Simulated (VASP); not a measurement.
Runs of VASP 6.6.1 on Pb. The structure is that of space group I4/mmm (No. 139), or close to it. The cells are those of the table. 

| cell | further INCAR settings | gap on the mesh (eV) | pressure (GPa) |
| --- | --- | --- | --- |
| a = 3.497, b = 3.497, c = 3.667 Å, angles 58.4, 58.4, 63.2°, 1 atom | ALGO = Fast; EDIFF = 1e-06; NBANDS = 13 | none | 0.6 |
| a = 3.494, b = 3.494, c = 3.580 Å, angles 59.2, 59.2, 61.6°, 1 atom | ALGO = Fast; EDIFF = 1e-07; NBANDS = 13 | none | (a) |
| a = 3.539, b = 3.539, c = 3.667 Å, angles 58.8, 58.8, 62.4°, 1 atom | ALGO = Fast; EDIFF = 1e-06; NBANDS = 13 | none | -0.5 |
| a = 3.581, b = 3.581, c = 3.667 Å, angles 59.2, 59.2, 61.6°, 1 atom | ALGO = Fast; EDIFF = 1e-06; NBANDS = 13 | none | -1.4 |

Alike in all rows: task single point; level PBE; potentials or basis VASP PAW PBE potentials, release 64 (Pb_d); no spin polarisation; k mesh 16 × 16 × 16; cutoff (eV) 520; smearing gaussian 0.15 eV.

**Question.** Fill in the values left out.

**Answer.** (a) 1.4.

Caveats: spin-orbit coupling is left out, which moves the levels of the heavy elements.

A k mesh can miss the band edges, and the runs leave out spin-orbit coupling on Pb.

A gap of «none» marks levels without a gap at the run's occupations.
